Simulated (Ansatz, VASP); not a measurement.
# CoSn2 in VASP and in Ansatz

File INCAR:

```
SYSTEM = CoSn2
PREC = Accurate ; ENCUT = 520
EDIFF = 1E-7 ; ISMEAR = 0
SIGMA = 0.4 ; LREAL = .FALSE.
LASPH = .TRUE. ; NELM = 80
ALGO = Fast ; ISIF = 2
LWAVE = .FALSE. ; LCHARG = .TRUE.
GGA = PS ; LELF = .TRUE.
LVHAR = .TRUE. ; NBANDS = 46
```

KPOINTS

```
regular mesh
0
G
  4 4 4
  0 0 0
```

POSCAR

```
CoSn2
1.0
   -3.1825000000      3.1825000000      2.7285000000
    3.1825000000     -3.1825000000      2.7285000000
    3.1825000000      3.1825000000     -2.7285000000
Co Sn
2 4
Direct
    0.2500000000      0.2500000000      0.0000000000
    0.7500000000      0.7500000000      0.0000000000
    0.6580000000      0.1580000000      0.8160000000
    0.1580000000      0.3420000000      0.5000000000
    0.3420000000      0.8420000000      0.1840000000
    0.8420000000      0.6580000000      0.5000000000
```

Input for Ansatz:

```yaml
crystal:
  lattice:
    - [-3.1825, 3.1825, 2.7285]
    - [3.1825, -3.1825, 2.7285]
    - [3.1825, 3.1825, -2.7285]
  atoms:
    - { symbol: Co, position: [0.25, 0.25, 0.0] }
    - { symbol: Co, position: [0.75, 0.75, 0.0] }
    - { symbol: Sn, position: [0.658, 0.158, 0.816] }
    - { symbol: Sn, position: [0.158, 0.342, 0.5] }
    - { symbol: Sn, position: [0.342, 0.842, 0.184] }
    - { symbol: Sn, position: [0.842, 0.658, 0.5] }
basis:
  ecutwfc: 420
kpoints:
  mp_grid: { grid: [4, 4, 4] }
hamiltonian:
  xc: pbesol
scf:
  occupations: { method: gaussian, width: 0.4 }
output:
  forces: true
  stress: true
  eigenvalues: true
```

Alike in both runs: task single point; functional PBEsol; k mesh 4 × 4 × 4; occupations gaussian, width 0.4 eV; no spin polarisation.

```csv
,VASP,Ansatz
version,VASP 6.6.1,Ansatz 0.2.0
potentials or method,"VASP PAW PBE potentials, release 64 (Co, Sn_d), cutoff 520 eV","scalar-relativistic, plane waves, PAW"
valence electrons in the cell,74,90
```

|  | VASP | Ansatz | Ansatz less VASP |
| --- | --- | --- | --- |
| gap on the k mesh at the Fermi level (eV) | none | none | - |
| pressure (GPa) | -3.6 | -3.6 | +0.02 |
| traceless stress, the component that is largest in VASP (GPa) | -0.82 | -0.86 | -0.032 |
| rms of the force components (eV/Å) | 0.380 | 0.379 | -0.0013 |

VASP's potentials were made for PBE, not for PBEsol. Atom by atom the forces differ by 0.001 eV/Å (rms over components). A gap of «none» marks a metal or a gap that the smearing closes. VASP's potentials hold 74 valence electrons a cell and Ansatz's 90, so a difference there can come from the potentials and not from the codes.

The k mesh is coarse, so the values compare programs but aren't converged.
